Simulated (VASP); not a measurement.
# MnO2 (P-3m1) in VASP: further runs

MnO2 is run at these levels: PBE; tasks: single point.

Everything below comes from runs of VASP 6.6.1. Logs are shortened: lines on timing, memory, paths and dates and some standing lists are left out, and cuts for length are marked.

### Step 1. The cell of the first run

Symmetry: P-3m1, No. 164, trigonal system. The conventional cell has a = 2.874 Å, b = 2.874 Å, c = 5.237 Å, α = 90.00°, β = 90.00°, γ = 120.00°. Mn (site symmetry -3m) has 6 O at 1.91 Å within 2.5 Å. O (site symmetry 3m) has 3 Mn at 1.91 Å within 2.5 Å.

### Step 2. Single point, PBE, collinear spin, ferromagnetic start (volume scaled by 0.960)

Input file INCAR:

```
ALGO = Normal
EDIFF = 1E-7
ENCUT = 520
GGA = PE
ISIF = 2
ISMEAR = 0
ISPIN = 2
LASPH = T
LCHARG = F
LMAXMIX = 4
LORBIT = 11
LREAL = F
LWAVE = F
MAGMOM = 2.76 0 0
NBANDS = 24
NELM = 150
PREC = Accurate
SIGMA = 0.05
```

Input file KPOINTS:

```
k-points
0
Gamma
  14 14 6
```

Input file POSCAR:

```
MnO2
1.0
    2.8744320181      0.0000000000      0.0000000000
   -1.4372160090      2.4893311491      0.0000000000
    0.0000000000      0.0000000000      5.2372373328
Mn O
1 2
Direct
    0.0000000000      0.0000000000      0.0000000000
    0.3333333333      0.6666666667      0.1824287741
    0.6666666667      0.3333333333      0.8175712259
```

Potentials or basis: VASP PAW PBE potentials, release 64 (Mn_pv, O).

Command:

```console
cat potpaw_PBE.64/Mn_pv/POTCAR potpaw_PBE.64/O/POTCAR > POTCAR
mpirun -np 1 vasp_std > vasp.out
```

OUTCAR:

```text
EDIFF = 1E-7
   ENCUT = 520
   GGA = PE
   ISIF = 2
   ISMEAR = 0
   ISPIN = 2
   LASPH = T
   LORBIT = 11
   LREAL = F
   NELM = 150
   PREC = Accurate

 ion  position               nearest neighbor table
   1  0.000  0.000  0.000-   2 1.91   3 1.91   2 1.91   3 1.91   3 1.91   2 1.91
   2  0.333  0.667  0.182-   1 1.91   1 1.91   1 1.91
   3  0.667  0.333  0.818-   1 1.91   1 1.91   1 1.91

  LATTYP: Found a hexagonal cell.
 ALAT       =     2.8744320181
 C/A-ratio  =     1.8220077218

  Lattice vectors:

 A1 = (   2.8744320181,   0.0000000000,   0.0000000000)
 A2 = (  -1.4372160090,   2.4893311491,   0.0000000000)
 A3 = (   0.0000000000,   0.0000000000,   5.2372373328)

Analysis of symmetry for initial positions (statically):
=====================================================================
 Subroutine PRICEL returns:
 Original cell was already a primitive cell.

 Routine SETGRP: Setting up the symmetry group for a
 hexagonal supercell.

 Subroutine GETGRP returns: Found 12 space group operations
 (whereof 12 operations were pure point group operations)
 out of a pool of 24 trial point group operations.

The static configuration has the point symmetry D_3d.

Analysis of symmetry for dynamics (positions and initial velocities):
=====================================================================
 Subroutine PRICEL returns:
 Original cell was already a primitive cell.

 Routine SETGRP: Setting up the symmetry group for a
 hexagonal supercell.

 Subroutine GETGRP returns: Found 12 space group operations
 (whereof 12 operations were pure point group operations)
 out of a pool of 24 trial point group operations.

The dynamic configuration has the point symmetry D_3d.

Analysis of structural, dynamic, and magnetic symmetry:
=====================================================================
 Subroutine PRICEL returns:
 Original cell was already a primitive cell.

 Routine SETGRP: Setting up the symmetry group for a
 hexagonal supercell.

 Subroutine GETGRP returns: Found 12 space group operations
 (whereof 12 operations were pure point group operations)
 out of a pool of 24 trial point group operations.

The overall configuration has the point symmetry D_3d.

 Subroutine INISYM returns: Found 12 space group operations
 (whereof 12 operations are pure point group operations),
 and found     1 'primitive' translations

----------------------------------------------------------------------------------------

                                     Primitive cell

  volume of cell :      37.4746
[... 112 lines left out ...]
  volume/ion in A,a.u.               =      12.49        84.30
  Fermi-wavevector in a.u.,A,eV,Ry     =   1.430460  2.703178 27.840472  2.046217
  Thomas-Fermi vector in A             =   2.550303
   LORBIT       =     11    0 simple, 1 ext, 2 COOP (PROOUT), +10 PAW based schemes
   GGA     = PE    functional components
   LHFCALC =     F    Hartree Fock is set to
   AEXX    =    0.0000 exact exchange contribution
   IVDW    =     0    specifies the selected vdW correction
   LEPSILON=     F    determine dielectric tensor
   LRPA    =     F    only Hartree local field effects (RPA)
 spin polarized calculation
 Gauss-broadening in eV      SIGMA  =   0.05
  energy-cutoff  :      520.00
  volume of cell :       37.47
 maximum number of plane-waves:      1027
 NGX is ok and might be reduce to    24
   NGX = 11   NGY = 11   NGZ = 19

 number of electron      24.9999992 magnetization       2.9999889

 Free energy of the ion-electron system (eV)
  ---------------------------------------------------
  ext. energy  EPLUGINS =         0.00000000
  ---------------------------------------------------
  free energy    TOTEN  =       -23.84515050 eV

  energy without entropy =      -23.84515050  energy(sigma->0) =      -23.84515050

 E-fermi :   1.9128     XC(G=0):  -9.8107

 val. band max:        1.6892069774   @ k =   0.0714   0.0714   0.5000
 cond. band min:       2.6541083713   @ k =   0.0000   0.0000   0.5000
 fundamental gap:      0.9649013939
 Fermi energy:         1.9127788141

 spin component 1

 k-point     1 :       0.0000    0.0000    0.0000
  band No.  band energies     occupation
      1     -48.5210      1.00000
      2     -48.5210      1.00000
      3     -48.5164      1.00000
      4     -17.6120      1.00000
      5     -15.4841      1.00000
      6      -4.1563      1.00000
[... 637 lines left out ...]
     23      18.7301      0.00000
     24      23.0628      0.00000

 [... further k-points ...]

 spin component 2

 k-point     1 :       0.0000    0.0000    0.0000
  band No.  band energies     occupation
      1     -45.4436      1.00000
      2     -45.4436      1.00000
      3     -45.2729      1.00000
      4     -17.4724      1.00000
      5     -15.3871      1.00000
      6      -3.2470      1.00000
[... 637 lines left out ...]
     23      19.2427      0.00000
     24      23.3186      0.00000

 [... further k-points ...]
[... 5 lines left out ...]
  --------------------------------------------------------------------------------------
  -------------------------------------------------------------------------------------
  Total        0.3352017      0.3352017      0.1863456      0.0000000      0.0000000     -0.0000000
  in kB       14.3311119     14.3311119      7.9669628      0.0000000      0.0000000     -0.0000000
  external PRESSURE =      12.2097289 kB  Pullay stress =       0.0000000 kB

 VOLUME and BASIS-vectors are now :
 -----------------------------------------------------------------------------
  energy-cutoff  :      520.00
  volume of cell :       37.47
      direct lattice vectors                 reciprocal lattice vectors
     2.874432018  0.000000000  0.000000000     0.347894817  0.200857166  0.000000000
    -1.437216009  2.489331149  0.000000000     0.000000000  0.401714332  0.000000000
     0.000000000  0.000000000  5.237237333     0.000000000  0.000000000  0.190940363

 POSITION                                       TOTAL-FORCE (eV/Angst)
 -----------------------------------------------------------------------------------
      0.00000      0.00000      0.00000         0.000000      0.000000      0.000000
     -0.00000      1.65955      0.95542        -0.000000      0.000000      0.096461
      1.43722      0.82978      4.28181         0.000000     -0.000000     -0.096461
 -----------------------------------------------------------------------------------
    total drift:                                0.000000     -0.000000      0.000000

  FREE ENERGIE OF THE ION-ELECTRON SYSTEM (eV)
  ---------------------------------------------------
  free  energy   TOTEN  =       -23.8451505010 eV

  energy  without entropy=      -23.8451505010  energy(sigma->0) =      -23.84515050

 total charge

# of ion       s       p       d       tot
------------------------------------------
    1        0.348   6.451   4.903  11.702
    2        1.582   3.405   0.000   4.987
    3        1.582   3.405   0.000   4.987
--------------------------------------------------
tot          3.512  13.262   4.903  21.676

 magnetization (x)

# of ion       s       p       d       tot
------------------------------------------
    1        0.031   0.039   2.782   2.852
    2        0.004   0.032   0.000   0.036
    3        0.004   0.032   0.000   0.036
--------------------------------------------------
tot          0.038   0.103   2.782   2.923
```

OSZICAR:

```text
N       E                     dE             d eps       ncg     rms          rms(c)
DAV:   1     0.247035012569E+03    0.24704E+03   -0.13686E+04 12320   0.113E+03
DAV:   2    -0.162360682003E+02   -0.26327E+03   -0.24714E+03 13560   0.353E+02
DAV:   3    -0.313248777192E+02   -0.15089E+02   -0.15003E+02 14352   0.915E+01
DAV:   4    -0.314747246124E+02   -0.14985E+00   -0.14983E+00 14016   0.967E+00
DAV:   5    -0.314767467670E+02   -0.20222E-02   -0.20221E-02 14864   0.106E+00    0.297E+01
DAV:   6    -0.307338652626E+02    0.74288E+00   -0.99760E+01 15216   0.759E+01    0.425E+01
DAV:   7    -0.249186232146E+02    0.58152E+01   -0.10311E+02 14368   0.757E+01    0.138E+01
DAV:   8    -0.239008694067E+02    0.10178E+01   -0.34197E+00 13712   0.164E+01    0.473E+00
DAV:   9    -0.238382376156E+02    0.62632E-01   -0.60889E-01 15616   0.683E+00    0.208E+00
DAV:  10    -0.238458558899E+02   -0.76183E-02   -0.65713E-02 12728   0.170E+00    0.104E+00
DAV:  11    -0.238451199215E+02    0.73597E-03   -0.46037E-03 14456   0.489E-01    0.442E-01
DAV:  12    -0.238452561682E+02   -0.13625E-03   -0.41384E-04 13720   0.205E-01    0.169E-01
DAV:  13    -0.238451357988E+02    0.12037E-03   -0.76582E-04 14656   0.293E-01    0.402E-02
DAV:  14    -0.238451473749E+02   -0.11576E-04   -0.63500E-05 14272   0.682E-02    0.173E-02
DAV:  15    -0.238451507582E+02   -0.33833E-05   -0.10077E-05 14448   0.237E-02    0.118E-02
DAV:  16    -0.238451504236E+02    0.33461E-06   -0.19648E-06 12784   0.153E-02    0.478E-03
DAV:  17    -0.238451505010E+02   -0.77320E-07   -0.90327E-07 12560   0.953E-03
   1 F= -.23845151E+02 E0= -.23845151E+02  d E =-.196736E-12  mag=     3.0000
```

stdout:

```text
POSCAR found type information on POSCAR MnO
 POSCAR found :  2 types and       3 ions
 scaLAPACK will be used
 LDA part: xc-table for (Slater+PW92), standard interpolation
 POSCAR, INCAR and KPOINTS ok, starting setup
 FFT: planning ... GRIDC
 FFT: planning ... GRID_SOFT
 FFT: planning ... GRID
 WAVECAR not read
 entering main loop
```

It took 3.1 min on 1 thread of Intel Xeon Platinum 8259CL at 2.50GHz (Skylake/Cascade Lake), shared host; peak memory 0.29 GiB.

What came out:

| Quantity | Value |
| --- | --- |
| Free energy | -23.8452 eV |
| Pressure | 1.2 GPa |
| Largest force | 0.096 eV/Å |
| Band gap on the k mesh | 0.96 eV, indirect (least direct gap 1.02 eV) |
| Net moment | 3.00 μB per cell |
| Site moments | Mn +2.85; O +0.04 μB |
| Valence electrons inside the program's atomic spheres | Mn 11.70; O 4.99 |

Forces in eV/Å, atoms in the order of the input:
```
Mn   0.000  0.000  0.000
O    0.000  0.000  0.096
O    0.000  0.000 -0.096
```

Caveat: a cell with one magnetic atom can't hold antiferromagnetic order, which such compounds often take. A k mesh can miss the band edges.

### Step 3. Single point, PBE, collinear spin, ferromagnetic start (volume scaled by 0.980)

Input file INCAR:

```
PREC = Accurate
ENCUT = 520
EDIFF = 1E-6
ISMEAR = 0
SIGMA = 0.05
LREAL = False
LASPH = True
NELM = 150
ALGO = Normal
ISIF = 2
LWAVE = False
LCHARG = True
ISPIN = 2
MAGMOM = 2.77 0 0
LORBIT = 11
LMAXMIX = 4
GGA = PE
LELF = True
LVHAR = True
NBANDS = 24
```

Input file KPOINTS:

```
regular mesh
0
Gamma
  14 14 6
```

Input file POSCAR:

```
MnO2
1.0
    2.8750079695      0.0000000000      0.0000000000
   -1.4375039848      2.4898299377      0.0000000000
    0.0000000000      0.0000000000      5.3442045870
Mn O
1 2
Direct
    0.0000000000      0.0000000000      0.0000000000
    0.3333333333      0.6666666667      0.1787756417
    0.6666666667      0.3333333333      0.8212243583
```

Potentials or basis: VASP PAW PBE potentials, release 64 (Mn_pv, O).

Command:

```console
cat potpaw_PBE.64/Mn_pv/POTCAR potpaw_PBE.64/O/POTCAR > POTCAR
mpirun -np 1 vasp_std > vasp.out
```

OUTCAR:

```text
PREC = Accurate
   ENCUT = 520
   EDIFF = 1E-6
   ISMEAR = 0
   LREAL = False
   LASPH = True
   NELM = 150
   ISIF = 2
   ISPIN = 2
   LORBIT = 11
   GGA = PE

 ion  position               nearest neighbor table
   1  0.000  0.000  0.000-   2 1.92   3 1.92   3 1.92   2 1.92   3 1.92   2 1.92
   2  0.333  0.667  0.179-   1 1.92   1 1.92   1 1.92
   3  0.667  0.333  0.821-   1 1.92   1 1.92   1 1.92

  LATTYP: Found a hexagonal cell.
 ALAT       =     2.8750079695
 C/A-ratio  =     1.8588486167

  Lattice vectors:

[... 1517 lines left out ...]
 -----------------------------------------------------------------------------
  energy-cutoff  :      520.00
  volume of cell :       38.26
      direct lattice vectors                 reciprocal lattice vectors
     2.875007969  0.000000000  0.000000000     0.347825123  0.200816928  0.000000000
    -1.437503985  2.489829938  0.000000000     0.000000000  0.401633857  0.000000000
     0.000000000  0.000000000  5.344204587     0.000000000  0.000000000  0.187118585

 POSITION                                       TOTAL-FORCE (eV/Angst)
 -----------------------------------------------------------------------------------
      0.00000      0.00000      0.00000         0.000000     -0.000000      0.000000
     -0.00000      1.65989      0.95541         0.000000      0.000000      0.095187
      1.43750      0.82994      4.38879        -0.000000     -0.000000     -0.095187
 -----------------------------------------------------------------------------------
    total drift:                                0.000000     -0.000000      0.000000

  FREE ENERGIE OF THE ION-ELECTRON SYSTEM (eV)
  ---------------------------------------------------
  free  energy   TOTEN  =       -23.8461399181 eV

  energy  without entropy=      -23.8461399181  energy(sigma->0) =      -23.84613992

 total charge

# of ion       s       p       d       tot
------------------------------------------
    1        0.348   6.451   4.902  11.701
    2        1.582   3.405   0.000   4.987
    3        1.582   3.405   0.000   4.987
--------------------------------------------------
tot          3.512  13.261   4.902  21.675

 magnetization (x)

# of ion       s       p       d       tot
------------------------------------------
    1        0.031   0.039   2.783   2.852
    2        0.004   0.032   0.000   0.036
    3        0.004   0.032   0.000   0.036
--------------------------------------------------
tot          0.038   0.103   2.783   2.923
```

Run time: 2.8 min. Hardware: 1 thread of Intel Xeon Platinum 8259CL at 2.50GHz (Skylake/Cascade Lake), shared host; peak memory 0.3 GiB.

Results:

```yaml
Free_energy: -23.8461 eV
Pressure: 1.0 GPa
Largest_force: 0.095 eV/Å
Band_gap_on_the_k_mesh: 0.98 eV, indirect (least direct gap 1.03 eV)
Net_moment: 3.00 μB per cell
Site_moments: Mn +2.85; O +0.04 μB
Valence_electrons_inside_the_program's_atomic_spheres: Mn 11.70; O 4.99
```

Forces on the atoms (eV/Å):
```
Mn   0.000  0.000  0.000
O    0.000  0.000  0.095
O    0.000  0.000 -0.095
```

Caveat: a cell with one magnetic atom can't hold antiferromagnetic order, which such compounds often take.
